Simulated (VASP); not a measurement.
# BAs (r.A) in VASP: single point with r2SCAN+rVV10

Aim: the single point of BAs (r.A) with r2SCAN+rVV10.

Everything below comes from runs of VASP 6.6.1. Logs are shortened: lines on timing, memory, paths and dates and some standing lists are left out, and cuts for length are marked.

## (1) The cell of the first run

The cell holds a sheet with vacuum, 2 atoms: a = 3.362 Å, b = 3.362 Å, c = 23.800 Å, α = 90.00°, β = 90.00°, γ = 120.00°.

## (2) Single point, r2SCAN+rVV10

Input file POSCAR:

```
BAs
1.0
    3.3621238247      0.0000000000      0.0000000000
   -1.6810619123      2.9116846428      0.0000000000
    0.0000000000      0.0000000000     23.8000000000
B As
1 1
Direct
    0.3333333333      0.6666666667      0.2941176471
    0.6666666667      0.3333333333      0.2941176471
```

Input file INCAR.step1:

```
SYSTEM = BAs
ALGO = Normal ; DIPOL = 0.5 0.5 0.294
EDIFF = 1E-5 ; ENCUT = 460
GGA = PE ; GGA_COMPAT = .False.
IDIPOL = 3 ; ISMEAR = 0
LASPH = .True. ; LCHARG = .False.
LDIPOL = .True. ; LREAL = .False.
LWAVE = .True. ; NBANDS = 11
NELM = 120 ; NELMDL = -8
PREC = Accurate ; SIGMA = 0.03
```

Input file INCAR.step2:

```
SYSTEM = BAs
ALGO = Normal ; BPARAM = 11.95
CPARAM = 0.0093 ; DIPOL = 0.5 0.5 0.294
EDIFF = 1E-6 ; ENCUT = 460
GGA_COMPAT = .False. ; IDIPOL = 3
ISIF = 2 ; ISMEAR = 0
ISTART = 1 ; IVDW_NL = 2
LASPH = .True. ; LCHARG = .False.
LDIPOL = .True. ; LMIXTAU = .True.
LREAL = .False. ; LUSE_VDW = .True.
LWAVE = .False. ; METAGGA = R2SCAN
NBANDS = 11 ; NELM = 120
PREC = Accurate ; SIGMA = 0.03
```

Input file KPOINTS:

```
k-points
0
Gamma
  12 12 1
  0 0 0
```

Potentials or basis: VASP PAW PBE potentials, release 64 (B, As).

Launch:

```
$ cat potpaw_PBE.64/B/POTCAR potpaw_PBE.64/As/POTCAR > POTCAR
$ cp INCAR.step1 INCAR
$ mpirun -np 1 vasp_std > vasp.out
$ cp INCAR.step2 INCAR
$ mpirun -np 1 vasp_std > vasp.out
```

OUTCAR:

```text
SYSTEM = BAs
   BPARAM = 11.95
   EDIFF = 1E-6
   ENCUT = 460
   ISIF = 2
   ISMEAR = 0
   ISTART = 1
   IVDW_NL = 2
   LASPH = .True.
   LREAL = .False.
   METAGGA = R2SCAN
   NELM = 120
   PREC = Accurate

 ion  position               nearest neighbor table
   1  0.333  0.667  0.294-   2 1.94   2 1.94   2 1.94
   2  0.667  0.333  0.294-   1 1.94   1 1.94   1 1.94

  LATTYP: Found a hexagonal cell.
 ALAT       =     3.3621238247
 C/A-ratio  =     7.0788588526

  Lattice vectors:

 A1 = (   3.3621238247,   0.0000000000,   0.0000000000)
 A2 = (  -1.6810619123,   2.9116846428,   0.0000000000)
 A3 = (   0.0000000000,   0.0000000000,  23.8000000000)

Analysis of symmetry for initial positions (statically):
=====================================================================
 Subroutine PRICEL returns:
 Original cell was already a primitive cell.

 Routine SETGRP: Setting up the symmetry group for a
 hexagonal supercell.

 Subroutine GETGRP returns: Found 12 space group operations
 (whereof  6 operations were pure point group operations)
 out of a pool of 24 trial point group operations.

The static configuration has the point symmetry C_3v.
 The point group associated with its full space group is D_3h.

Analysis of symmetry for dynamics (positions and initial velocities):
=====================================================================
 Subroutine PRICEL returns:
 Original cell was already a primitive cell.

 Routine SETGRP: Setting up the symmetry group for a
 hexagonal supercell.

 Subroutine GETGRP returns: Found 12 space group operations
 (whereof  6 operations were pure point group operations)
 out of a pool of 24 trial point group operations.

The dynamic configuration has the point symmetry C_3v.
 The point group associated with its full space group is D_3h.

 Subroutine INISYM returns: Found 12 space group operations
 (whereof  6 operations are pure point group operations),
 and found     1 'primitive' translations

----------------------------------------------------------------------------------------

                                     Primitive cell

  volume of cell :     232.9888

  direct lattice vectors                    reciprocal lattice vectors
     3.362123825  0.000000000  0.000000000     0.297431044  0.171721893  0.000000000
    -1.681061912  2.911684643  0.000000000     0.000000000  0.343443787  0.000000000
     0.000000000  0.000000000 23.800000000     0.000000000  0.000000000  0.042016807

  length of vectors
     3.362123825  3.362123825 23.800000000     0.343443787  0.343443787  0.042016807

  position of ions in fractional coordinates (direct lattice)
     0.333333333  0.666666667  0.294117647
     0.666666667  0.333333333  0.294117647

  ion indices of the primitive-cell ions
   primitive index   ion index
                 1           1
                 2           2

----------------------------------------------------------------------------------------

 KPOINTS: k-points

Automatic generation of k-mesh.
 Grid dimensions read from file:
 generate k-points for:   12   12    1

 Generating k-lattice:

  Cartesian coordinates                     Fractional coordinates (reciprocal lattice)
     0.024785920  0.014310158  0.000000000     0.083333333  0.000000000  0.000000000
     0.000000000  0.028620316  0.000000000     0.000000000  0.083333333  0.000000000
     0.000000000  0.000000000  0.042016807     0.000000000  0.000000000  1.000000000

  Length of vectors
     0.028620316  0.028620316  0.042016807

  Shift w.r.t. Gamma in fractional coordinates (k-lattice)
     0.000000000  0.000000000  0.000000000

 Subroutine IBZKPT returns following result:
 ===========================================

 Found     19 irreducible k-points:

 Following reciprocal coordinates:
            Coordinates               Weight
  0.000000  0.000000  0.000000      1.000000
  0.083333  0.000000  0.000000      6.000000
  0.166667 -0.000000  0.000000      6.000000
  0.250000  0.000000  0.000000      6.000000
  0.333333  0.000000  0.000000      6.000000
  0.416667  0.000000  0.000000      6.000000
[... 11 lines left out ...]
  0.333333  0.250000  0.000000     12.000000
  0.333333  0.333333  0.000000      2.000000
   k-points           NKPTS =     19   k-points in BZ     NKDIM =     19   number of bands    NBANDS=     11
   number of dos      NEDOS =    301   number of ions     NIONS =      2
   total plane-waves  NPLWV =  96768
   dimension x,y,z NGX =    24 NGY =   24 NGZ =  168
   dimension x,y,z NGXF=    48 NGYF=   48 NGZF=  336
   ions per type =               1   1
   NGX,Y,Z   is equivalent  to a cutoff of  11.87, 11.87, 11.74 a.u.
   NGXF,Y,Z  is equivalent  to a cutoff of  23.73, 23.73, 23.47 a.u.
 SYSTEM =  BAs
   PREC   = accura    normal or accurate (medium, high low for compatibility)
   ISTART =      1    job   : 0-new  1-cont  2-samecut
   ICHARG =      0    charge: 1-file 2-atom 10-const
   ISPIN  =      1    spin polarized calculation?
   LNONCOLLINEAR =      F non collinear calculations
   LSORBIT =      F    spin-orbit coupling
   LASPH  =      T    aspherical Exc in radial PAW
   ENCUT  =  460.0 eV  33.81 Ry    5.81 a.u.   5.88  5.88 41.62*2*pi/ulx,y,z
   NELM   =    120;   NELMIN=  2; NELMDL=  0     # of ELM steps
   EDIFF  = 0.1E-05   stopping-criterion for ELM
   LREAL  =      F    real-space projection
   EDIFFG = 0.1E-04   stopping-criterion for IOM
   NSW    =      0    number of steps for IOM
   IBRION =     -1    ionic relax: 0-MD 1-quasi-New 2-CG
   NFREE  =      0    steps in history (QN), initial steepest desc. (CG)
   ISIF   =      2    stress and relaxation
   ISYM   =      2    0-nonsym 1-usesym 2-fastsym
   POTIM  = 0.5000    time-step for ionic-motion
   TEBEG  =    0.0;   TEEND  =   0.0 temperature during run
   PSTRESS=    0.0 pullay stress
   NELECT =       8.0000    total number of electrons
   NUPDOWN=      -1.0000    fix difference up-down
   EMIN   =  10.00;   EMAX   =-10.00  energy-range for DOS
   EFERMI =   0.00;   METHOD = LEGACY
   ISMEAR =     0;   SIGMA  =   0.03  broadening in eV -4-tet -1-fermi 0-gaus
   EFERMI_NEDOS =   21; number of points for ismear=-14 and -15
   IALGO  =     38    algorithm
   IMIX   =      4    mixing-type and parameters
     AMIX     =   0.40;   BMIX     =  1.00
     AMIX_MAG =   1.60;   BMIX_MAG =  1.00
  volume/ion in A,a.u.               =     116.49       786.14
  Fermi-wavevector in a.u.,A,eV,Ry     =   0.532100  1.005523  3.852221  0.283130
  Thomas-Fermi vector in A             =   1.555430
   LORBIT       =      0    0 simple, 1 ext, 2 COOP (PROOUT), +10 PAW based schemes
   METAGGA = R2SCAN    functional components
   LHFCALC =     F    Hartree Fock is set to
   AEXX    =    0.0000 exact exchange contribution
   IVDW_NL    =     2    kernel type
   BPARAM     =11.9500
   IVDW    =     0    specifies the selected vdW correction
   LEPSILON=     F    determine dielectric tensor
   LRPA    =     F    only Hartree local field effects (RPA)
 non-spin polarized calculation
 Gauss-broadening in eV      SIGMA  =   0.03
  energy-cutoff  :      460.00
  volume of cell :      232.99
 maximum number of plane-waves:      5262
 NGX is ok and might be reduce to    24
   NGX = 11   NGY = 11   NGZ = 83

 dipolmoment           0.000000      0.000000      0.000000 electrons x Angstroem

 number of electron       8.0000000 magnetization

 dipolmoment           0.000000      0.000000     -0.000010 electrons x Angstroem

 Free energy of the ion-electron system (eV)
  ---------------------------------------------------
  ext. energy  EPLUGINS =         0.00000000
  ---------------------------------------------------
  free energy    TOTEN  =       -21.11555833 eV

  energy without entropy =      -21.11555833  energy(sigma->0) =      -21.11555833

 E-fermi :  -3.6295     XC(G=0):  -1.7886

 val. band max:       -3.8277661072   @ k =   0.3333   0.3333   0.0000
 cond. band min:      -2.8540143758   @ k =   0.3333   0.3333   0.0000
 fundamental gap:      0.9737517314
 Fermi energy:        -3.6295165812

 k-point     1 :       0.0000    0.0000    0.0000
  band No.  band energies     occupation
      1     -18.3981      2.00000
      2      -8.0092      2.00000
      3      -5.3811      2.00000
      4      -5.3811      2.00000
      5       0.1971      0.00000
      6       0.7040      0.00000
      7       1.2815      0.00000
      8       1.3527      0.00000
      9       1.3647      0.00000
     10       1.3647      0.00000
     11       2.0738      0.00000

 k-point     2 :       0.0833    0.0000    0.0000
  band No.  band energies     occupation
      1     -18.2942      2.00000
      2      -7.8920      2.00000
      3      -6.0446      2.00000
      4      -5.6086      2.00000
      5       0.3227      0.00000
      6       0.7325      0.00000
      7       1.4023      0.00000
      8       1.4723      0.00000
      9       1.7829      0.00000
     10       1.8182      0.00000
     11       2.1939      0.00000

 k-point     3 :       0.1667   -0.0000    0.0000
  band No.  band energies     occupation
      1     -17.9859      2.00000
      2      -7.5437      2.00000
      3      -7.5041      2.00000
      4      -6.1348      2.00000
      5       0.2845      0.00000
      6       0.7512      0.00000
      7       1.7595      0.00000
      8       1.8420      0.00000
      9       2.5320      0.00000
     10       2.7825      0.00000
     11       2.9988      0.00000
[... 197 lines left out ...]
 k-point    18 :       0.3333    0.2500    0.0000
  band No.  band energies     occupation
      1     -15.4038      2.00000
      2     -12.1654      2.00000
      3      -9.7505      2.00000
      4      -4.3190      2.00000
      5      -2.3854      0.00000
      6       2.7157      0.00000
      7       3.3184      0.00000
      8       4.5203      0.00000
      9       5.3900      0.00000
     10       5.9103      0.00000
     11       5.9368      0.00000

 k-point    19 :       0.3333    0.3333    0.0000
  band No.  band energies     occupation
      1     -15.1931      2.00000
      2     -12.2479      2.00000
      3     -10.1391      2.00000
      4      -3.8278      2.00000
      5      -2.8540      0.00000
      6       2.9986      0.00000
      7       3.4259      0.00000
      8       5.2535      0.00000
      9       6.0122      0.00000
     10       6.4768      0.00000
     11       6.8563      0.00000

------------------------ aborting loop because EDIFF is reached ----------------------------------------

 vacuum level on the upper side and lower side of the slab       (xc-potential included)        -0.024        -0.039

  FORCE on cell =-STRESS in cart. coord.  units (eV):
  Direction    XX          YY          ZZ          XY          YZ          ZX
  --------------------------------------------------------------------------------------
  -------------------------------------------------------------------------------------
  Total        0.1548042      0.1548042     -0.0168314      0.0000000      0.0000000      0.0000000
  in kB        1.0645309      1.0645309     -0.1157435      0.0000000      0.0000000      0.0000000
  external PRESSURE =       0.6711061 kB  Pullay stress =       0.0000000 kB

 VOLUME and BASIS-vectors are now :
 -----------------------------------------------------------------------------
  energy-cutoff  :      460.00
  volume of cell :      232.99
      direct lattice vectors                 reciprocal lattice vectors
     3.362123825  0.000000000  0.000000000     0.297431044  0.171721893  0.000000000
    -1.681061912  2.911684643  0.000000000     0.000000000  0.343443787  0.000000000
     0.000000000  0.000000000 23.800000000     0.000000000  0.000000000  0.042016807

 POSITION                                       TOTAL-FORCE (eV/Angst)
 -----------------------------------------------------------------------------------
     -0.00000      1.94112      7.00000        -0.000000      0.000000      0.000000
      1.68106      0.97056      7.00000         0.000000      0.000000     -0.000000
 -----------------------------------------------------------------------------------
    total drift:                                0.000001     -0.000001     -0.000069

  FREE ENERGIE OF THE ION-ELECTRON SYSTEM (eV)
  ---------------------------------------------------
  free  energy   TOTEN  =       -21.1155583279 eV

  energy  without entropy=      -21.1155583279  energy(sigma->0) =      -21.11555833

 vacuum level on the upper side and lower side of the slab         1.153         1.220
```

It took 4.1 min on 1 thread of Intel Xeon 6975P-C, shared host; peak memory 0.68 GiB.

What came out:

```
Free energy            : -21.1156 eV
Band gap on the k mesh : 0.97 eV, direct
```

Caveat: the PAW data sets were made with another functional, which shifts forces and pressure a little.
